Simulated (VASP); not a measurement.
# Hf (P-1) in VASP: single point with PBE

Aim: the single point of Hf with PBE.

Program: VASP 6.6.1. These are calculated values, not measurements. Logs are shortened: lines on timing, memory, paths and dates and some standing lists are left out, and cuts for length are marked.

## (1) The cell of the first run

The typed cell holds 2 atoms: a = 3.197 Å, b = 3.197 Å, c = 5.058 Å, α = 90.00°, β = 90.00°, γ = 120.00°.

## (2) Single point, PBE (atom 1 (Hf) moved by (-0.600, -0.600) A along [1 1 0] and z)

Input file INCAR:

```
SYSTEM = Hf
ALGO = Fast
EDIFF = 1E-7
ENCUT = 520
GGA = PE
ISIF = 2
ISMEAR = 0
LASPH = .TRUE.
LCHARG = .TRUE.
LELF = .TRUE.
LREAL = .FALSE.
LVHAR = .TRUE.
LWAVE = .FALSE.
NBANDS = 17
NELM = 60
PREC = Accurate
SIGMA = 0.15
```

Input file KPOINTS:

```
k-points
0
G
  18 18 10
  0 0 0
```

Input file POSCAR:

```
Hf
1.0
    3.1966985242      0.0000000000      0.0000000000
   -1.5983492621      2.7684221302      0.0000000000
    0.0000000000      0.0000000000      5.0578000000
Hf
2
Direct
    0.1239882738      0.5134154467      0.1313713472
    0.6666666667      0.3333333333      0.7500000000
```

Potentials or basis: VASP PAW PBE potentials, release 64 (Hf_pv).

On the command line:

```
> cat potpaw_PBE.64/Hf_pv/POTCAR > POTCAR
> mpirun -np 1 vasp_std > vasp.out
```

OUTCAR:

```text
SYSTEM = Hf
   EDIFF = 1E-7
   ENCUT = 520
   GGA = PE
   ISIF = 2
   ISMEAR = 0
   LASPH = .TRUE.
   LREAL = .FALSE.
   NELM = 60
   PREC = Accurate

 ion  position               nearest neighbor table
   1  0.124  0.513  0.131-   2 2.31   2 2.84   2 3.01   2 3.38   2 3.76   2 3.82
   2  0.667  0.333  0.750-   1 2.31   1 2.84   1 3.01   1 3.38   1 3.76   1 3.82

  LATTYP: Found a hexagonal cell.
 ALAT       =     3.1966985242
 C/A-ratio  =     1.5821948681

  Lattice vectors:

 A1 = (   3.1966985242,   0.0000000000,   0.0000000000)
 A2 = (  -1.5983492621,   2.7684221302,   0.0000000000)
 A3 = (   0.0000000000,   0.0000000000,   5.0578000000)

Analysis of symmetry for initial positions (statically):
=====================================================================
 Subroutine PRICEL returns:
 Original cell was already a primitive cell.

 Routine SETGRP: Setting up the symmetry group for a
 hexagonal supercell.

 Subroutine GETGRP returns: Found  2 space group operations
 (whereof  1 operations were pure point group operations)
 out of a pool of 24 trial point group operations.

The static configuration has the point symmetry C_1 .
 The point group associated with its full space group is S_2 .

Analysis of symmetry for dynamics (positions and initial velocities):
=====================================================================
 Subroutine PRICEL returns:
 Original cell was already a primitive cell.

 Routine SETGRP: Setting up the symmetry group for a
 hexagonal supercell.

 Subroutine GETGRP returns: Found  2 space group operations
 (whereof  1 operations were pure point group operations)
 out of a pool of 24 trial point group operations.

The dynamic configuration has the point symmetry C_1 .
 The point group associated with its full space group is S_2 .

 Subroutine INISYM returns: Found  2 space group operations
 (whereof  1 operations are pure point group operations),
 and found     1 'primitive' translations

----------------------------------------------------------------------------------------

                                     Primitive cell

  volume of cell :      44.7606

  direct lattice vectors                    reciprocal lattice vectors
     3.196698524  0.000000000  0.000000000     0.312822743  0.180608295  0.000000000
    -1.598349262  2.768422130  0.000000000     0.000000000  0.361216589  0.000000000
     0.000000000  0.000000000  5.057800000     0.000000000  0.000000000  0.197714421

  length of vectors
     3.196698524  3.196698524  5.057800000     0.361216589  0.361216589  0.197714421

  position of ions in fractional coordinates (direct lattice)
     0.123988274  0.513415447  0.131371347
     0.666666667  0.333333333  0.750000000

  ion indices of the primitive-cell ions
   primitive index   ion index
                 1           1
                 2           2

----------------------------------------------------------------------------------------

 KPOINTS: k-points

Automatic generation of k-mesh.
 Grid dimensions read from file:
 generate k-points for:   18   18   10

 Generating k-lattice:

  Cartesian coordinates                     Fractional coordinates (reciprocal lattice)
     0.017379041  0.010033794  0.000000000     0.055555556  0.000000000  0.000000000
     0.000000000  0.020067588  0.000000000     0.000000000  0.055555556  0.000000000
     0.000000000  0.000000000  0.019771442     0.000000000  0.000000000  0.100000000

  Length of vectors
     0.020067588  0.020067588  0.019771442

  Shift w.r.t. Gamma in fractional coordinates (k-lattice)
     0.000000000  0.000000000  0.000000000

 Subroutine IBZKPT returns following result:
 ===========================================

 Found   1624 irreducible k-points:

 Following reciprocal coordinates:
            Coordinates               Weight
  0.000000  0.000000  0.000000      1.000000
  0.055556  0.000000  0.000000      2.000000
  0.000000  0.055556  0.000000      2.000000
 -0.055556  0.055556  0.000000      2.000000
  0.111111  0.000000  0.000000      2.000000
  0.000000  0.111111  0.000000      2.000000
[... 16 lines left out ...]
  0.444444 -0.000000  0.000000      2.000000
  0.000000  0.444444  0.000000      2.000000
 [... further k-points ...]
   k-points           NKPTS =   1624   k-points in BZ     NKDIM =   1624   number of bands    NBANDS=     17
   number of dos      NEDOS =    301   number of ions     NIONS =      2
   total plane-waves  NPLWV =  23040
   dimension x,y,z NGX =    24 NGY =   24 NGZ =   40
   dimension x,y,z NGXF=    48 NGYF=   48 NGZF=   80
   ions per type =               2
   NGX,Y,Z   is equivalent  to a cutoff of  12.48, 12.48, 13.15 a.u.
   NGXF,Y,Z  is equivalent  to a cutoff of  24.96, 24.96, 26.30 a.u.
 SYSTEM =  Hf
   PREC   = accura    normal or accurate (medium, high low for compatibility)
   ISTART =      0    job   : 0-new  1-cont  2-samecut
   ICHARG =      2    charge: 1-file 2-atom 10-const
   ISPIN  =      1    spin polarized calculation?
   LNONCOLLINEAR =      F non collinear calculations
   LSORBIT =      F    spin-orbit coupling
   LASPH  =      T    aspherical Exc in radial PAW
   ENCUT  =  520.0 eV  38.22 Ry    6.18 a.u.   5.94  5.94  9.40*2*pi/ulx,y,z
   NELM   =     60;   NELMIN=  2; NELMDL= -5     # of ELM steps
   EDIFF  = 0.1E-06   stopping-criterion for ELM
   LREAL  =      F    real-space projection
   EDIFFG = 0.1E-05   stopping-criterion for IOM
   NSW    =      0    number of steps for IOM
   IBRION =     -1    ionic relax: 0-MD 1-quasi-New 2-CG
   NFREE  =      0    steps in history (QN), initial steepest desc. (CG)
   ISIF   =      2    stress and relaxation
   ISYM   =      2    0-nonsym 1-usesym 2-fastsym
   POTIM  = 0.5000    time-step for ionic-motion
   TEBEG  =    0.0;   TEEND  =   0.0 temperature during run
   PSTRESS=    0.0 pullay stress
   NELECT =      20.0000    total number of electrons
   NUPDOWN=      -1.0000    fix difference up-down
   EMIN   =  10.00;   EMAX   =-10.00  energy-range for DOS
   EFERMI =   0.00;   METHOD = LEGACY
   ISMEAR =     0;   SIGMA  =   0.15  broadening in eV -4-tet -1-fermi 0-gaus
   EFERMI_NEDOS =   21; number of points for ismear=-14 and -15
   IALGO  =     68    algorithm
   IMIX   =      4    mixing-type and parameters
     AMIX     =   0.40;   BMIX     =  1.00
     AMIX_MAG =   1.60;   BMIX_MAG =  1.00
  volume/ion in A,a.u.               =      22.38       151.03
  Fermi-wavevector in a.u.,A,eV,Ry     =   1.251564  2.365112 21.312324  1.566412
  Thomas-Fermi vector in A             =   2.385505
   LORBIT       =      0    0 simple, 1 ext, 2 COOP (PROOUT), +10 PAW based schemes
   GGA     = PE    functional components
   LHFCALC =     F    Hartree Fock is set to
   AEXX    =    0.0000 exact exchange contribution
   IVDW    =     0    specifies the selected vdW correction
   LEPSILON=     F    determine dielectric tensor
   LRPA    =     F    only Hartree local field effects (RPA)
 non-spin polarized calculation
 RMM-DIIS sequential band-by-band and
 Gauss-broadening in eV      SIGMA  =   0.15
  energy-cutoff  :      520.00
  volume of cell :       44.76
 maximum number of plane-waves:      1236
   NGX = 11   NGY = 11   NGZ = 19

 number of electron      20.0000002 magnetization

 Free energy of the ion-electron system (eV)
  ---------------------------------------------------
  ext. energy  EPLUGINS =         0.00000000
  ---------------------------------------------------
  free energy    TOTEN  =       -18.00071437 eV

  energy without entropy =      -17.98226110  energy(sigma->0) =      -17.99148773

 E-fermi :   4.6035     XC(G=0): -11.1158

 val. band max:        4.6028230111   @ k =  -0.1111   0.1667  -0.1000
 cond. band min:       4.6035599899   @ k =  -0.3889   0.0556  -0.3000
 fundamental gap:      0.0007369789
 Fermi energy:         4.6034754285

 k-point     1 :       0.0000    0.0000    0.0000
  band No.  band energies     occupation
      1     -27.3653      2.00000
      2     -25.5387      2.00000
      3     -25.5255      2.00000
      4     -25.3461      2.00000
      5     -25.3064      2.00000
      6     -24.5996      2.00000
[... 9 lines left out ...]
     16       9.3351      0.00000
     17      10.1972      0.00000

 k-point     2 :       0.0556    0.0000    0.0000
  band No.  band energies     occupation
      1     -27.3653      2.00000
      2     -25.5839      2.00000
      3     -25.5368      2.00000
      4     -25.3318      2.00000
      5     -25.3011      2.00000
      6     -24.6033      2.00000
[... 9 lines left out ...]
     16       9.2782      0.00000
     17      10.3186      0.00000

 k-point     3 :       0.0000    0.0556    0.0000
  band No.  band energies     occupation
      1     -27.3635      2.00000
      2     -25.5716      2.00000
      3     -25.5219      2.00000
      4     -25.3714      2.00000
      5     -25.2927      2.00000
      6     -24.6005      2.00000
[... 9 lines left out ...]
     16       9.8169      0.00000
     17      10.1629      0.00000

 k-point     4 :      -0.0556    0.0556    0.0000
  band No.  band energies     occupation
      1     -27.3641      2.00000
      2     -25.5952      2.00000
      3     -25.5124      2.00000
      4     -25.3477      2.00000
      5     -25.3015      2.00000
      6     -24.6009      2.00000
[... 9 lines left out ...]
     16       9.4559      0.00000
     17       9.9164      0.00000
[... 343 lines left out ...]
      1     -27.3568      2.00000
      2     -26.3038      2.00000
      3     -25.6246      2.00000
      4     -25.5361      2.00000
      5     -25.3443      2.00000
      6     -24.6462      2.00000
[... 9 lines left out ...]
     16       9.9759      0.00000
     17      10.3124      0.00000

 k-point    23 :       0.4444   -0.0000    0.0000
  band No.  band energies     occupation
      1     -27.4354      2.00000
      2     -26.2605      2.00000
      3     -25.8392      2.00000
      4     -25.3951      2.00000
      5     -25.2603      2.00000
      6     -24.7449      2.00000
[... 9 lines left out ...]
     16      10.9424      0.00000
     17      11.7423      0.00000

 k-point    24 :       0.0000    0.4444    0.0000
  band No.  band energies     occupation
      1     -27.3204      2.00000
      2     -26.2944      2.00000
      3     -25.6978      2.00000
      4     -25.5002      2.00000
      5     -25.4573      2.00000
      6     -24.6377      2.00000
[... 9 lines left out ...]
     16      10.7767      0.00000
     17      10.9737      0.00000

 [... further k-points ...]
[... 5 lines left out ...]
  --------------------------------------------------------------------------------------
  -------------------------------------------------------------------------------------
  Total        3.7324830     -0.3157065      7.7661345      1.5465272      1.7449531      3.2381298
  in kB      133.6019429    -11.3005204    277.9840293     55.3569927     62.4595292    115.9068734
  external PRESSURE =     133.4284839 kB  Pullay stress =       0.0000000 kB

 VOLUME and BASIS-vectors are now :
 -----------------------------------------------------------------------------
  energy-cutoff  :      520.00
  volume of cell :       44.76
      direct lattice vectors                 reciprocal lattice vectors
     3.196698524  0.000000000  0.000000000     0.312822743  0.180608295  0.000000000
    -1.598349262  2.768422130  0.000000000     0.000000000  0.361216589  0.000000000
     0.000000000  0.000000000  5.057800000     0.000000000  0.000000000  0.197714421

 POSITION                                       TOTAL-FORCE (eV/Angst)
 -----------------------------------------------------------------------------------
     -0.42426      1.42135      0.66445         1.896077      1.001954      6.172274
      1.59835      0.92281      3.79335        -1.896077     -1.001954     -6.172274
 -----------------------------------------------------------------------------------
    total drift:                                0.000001     -0.000001     -0.000004

  FREE ENERGIE OF THE ION-ELECTRON SYSTEM (eV)
  ---------------------------------------------------
  free  energy   TOTEN  =       -18.0007143685 eV

  energy  without entropy=      -17.9822610971  energy(sigma->0) =      -17.99148773
```

Wall time 6.7 min (1 thread of Intel Xeon 6975P-C (Granite Rapids), shared host); peak memory 1 GiB.

Results:

* Free energy: -18.0007 eV
* Pressure: 13.3 GPa
* Largest force: 6.534 eV/Å
* Band gap on the k mesh: zero (bands 10 and 11 overlap by 1.34 eV)

Forces on the atoms (eV/Å):
```
Hf   1.896  1.002  6.172
Hf  -1.896 -1.002 -6.172
```

Caveat: the cell differs from its parent crystal (atom 1 (Hf) moved by (-0.600, -0.600) A along [1 1 0] and z); the cell stands under pressure; spin-orbit coupling is left out, which moves the levels of the heavy elements; forces of over 1 eV/Å act on the atoms, so gaps and moduli don't describe the material at rest.
